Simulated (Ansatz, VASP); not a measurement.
## Two plane-wave programs on BN

File INCAR:

```
SYSTEM = BN
PREC = Accurate ; ENCUT = 520
EDIFF = 1E-6 ; ISMEAR = 0
SIGMA = 0.05 ; LREAL = .FALSE.
LASPH = .TRUE. ; NELM = 80
ALGO = Normal ; ISIF = 2
LWAVE = .FALSE. ; LCHARG = .FALSE.
GGA = PS ; NBANDS = 16
```

KPOINTS

```
regular mesh
0
G
  12 12 4
  0 0 0
```

The input POSCAR:

```
BN
1.0
    2.5793644642      0.0000000000      0.0000000000
   -1.2896822321      2.2337951516      0.0000000000
    0.0000000000      0.0000000000      7.4234109280
B N
2 2
Direct
    0.3333333333      0.6666666667      0.2500000000
    0.6666666667      0.3333333333      0.7500000000
    0.3333333333      0.6666666667      0.7500000000
    0.6666666667      0.3333333333      0.2500000000
```

Input for Ansatz:

```yaml
crystal:
  lattice:
    - [2.5793644642, 0.0, 0.0]
    - [-1.2896822321, 2.2337951516, 0.0]
    - [0.0, 0.0, 7.423410928]
  atoms:
    - { symbol: B, position: [0.3333333333, 0.6666666667, 0.25] }
    - { symbol: B, position: [0.6666666667, 0.3333333333, 0.75] }
    - { symbol: "N", position: [0.3333333333, 0.6666666667, 0.75] }
    - { symbol: "N", position: [0.6666666667, 0.3333333333, 0.25] }
basis:
  ecutwfc: 520.0
kpoints:
  mp_grid: { grid: [12, 12, 4] }
hamiltonian:
  xc: pbesol
  pseudopotentials: { kind: paw, azcp: { folder: soft_1 } }
scf:
  occupations: { method: gaussian, width: 0.05 }
output:
  forces: true
  stress: true
  eigenvalues: true
  write_density: true
  write_potential: true
  elf: true
  volumetric_format: npy
```

Alike in both runs: task single point; functional PBEsol; k mesh 12 × 12 × 4; occupations gaussian, width 0.05 eV; no spin polarisation.

|  | VASP | Ansatz |
| --- | --- | --- |
| version | VASP 6.6.1 | Ansatz 0.2.0 |
| potentials or method | VASP PAW PBE potentials, release 64 (B, N), cutoff 520 eV | scalar-relativistic, plane waves, PAW |
| valence electrons in the cell | 16 | 16 |

|  | VASP | Ansatz | Ansatz less VASP |
| --- | --- | --- | --- |
| gap on the k mesh at the Fermi level (eV) | 4.19 | 4.20 | +0.006 |
| least direct gap on the mesh (eV) | 4.39 | 4.39 | +0.003 |
| pressure (GPa) | -16.7 | -17.0 | -0.33 |
| traceless stress, the component that is largest in VASP (GPa) | 16.25 | 16.69 | +0.441 |

VASP's potentials were made for PBE, not for PBEsol, and Ansatz warns of the same on its side.
